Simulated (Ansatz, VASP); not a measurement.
TiW: VASP beside Ansatz

File INCAR:

```
SYSTEM = TiW
ALGO = Fast
EDIFF = 1E-6
ENCUT = 520
ISIF = 2
ISMEAR = 0
LASPH = .TRUE.
LCHARG = .FALSE.
LREAL = .FALSE.
LWAVE = .FALSE.
NBANDS = 20
NELM = 100
PREC = Accurate
SIGMA = 0.15
```

The input KPOINTS:

```
k-points
0
G
  18 18 12
  0 0 0
```

Contents of POSCAR:

```
TiW
1.0
    1.5140389590     -2.1419026218      0.0000000000
    1.5140389590      2.1419026218      0.0000000000
    0.0000000000      0.0000000000      4.4681168022
Ti W
1 1
Direct
    0.0000000000      0.0000000000      0.0000000000
    0.5000000000      0.5000000000      0.5000000000
```

Input for Ansatz:

```yaml
crystal:
  lattice:
    - [1.514038959, -2.1419026218, 0.0]
    - [1.514038959, 2.1419026218, 0.0]
    - [0.0, 0.0, 4.4681168022]
  atoms:
    - { symbol: Ti, position: [0.0, 0.0, 0.0] }
    - { symbol: W, position: [0.5, 0.5, 0.5] }
basis:
  ecutwfc: 420
kpoints:
  mp_grid: { grid: [18, 18, 12] }
hamiltonian:
  xc: lda
scf:
  occupations: { method: gaussian, width: 0.15 }
output:
  forces: true
  stress: true
  eigenvalues: true
```

Change from the starting cell: strain -0.050 along x and y, +0.000 along z, atoms carried along.

Alike in both runs: task single point; functional LDA; k mesh 18 × 18 × 12; occupations gaussian, width 0.15 eV; no spin polarisation.

|  | VASP | Ansatz |
| --- | --- | --- |
| version | VASP 6.6.1 | Ansatz 0.2.0 |
| potentials or method | VASP PAW LDA potentials, release 64 (Ti_sv, W_sv), cutoff 520 eV | scalar-relativistic, plane waves, PAW |
| valence electrons in the cell | 26 | 26 |

VASP gave:

* gap on the k mesh at the Fermi level (eV): none
* pressure (GPa): 14.0
* traceless stress, the component that is largest in VASP (GPa): -7.40

Question: Estimate Ansatz's values.

Answer: gap on the k mesh at the Fermi level (eV): none; pressure (GPa): 13.1; traceless stress, the component that is largest in VASP (GPa): -7.13.

LDA's correlation is that of Perdew and Zunger in VASP and of Perdew and Wang (1992) in Ansatz. A gap of «none» marks a metal or a gap that the smearing closes.

Spin-orbit coupling is off throughout.
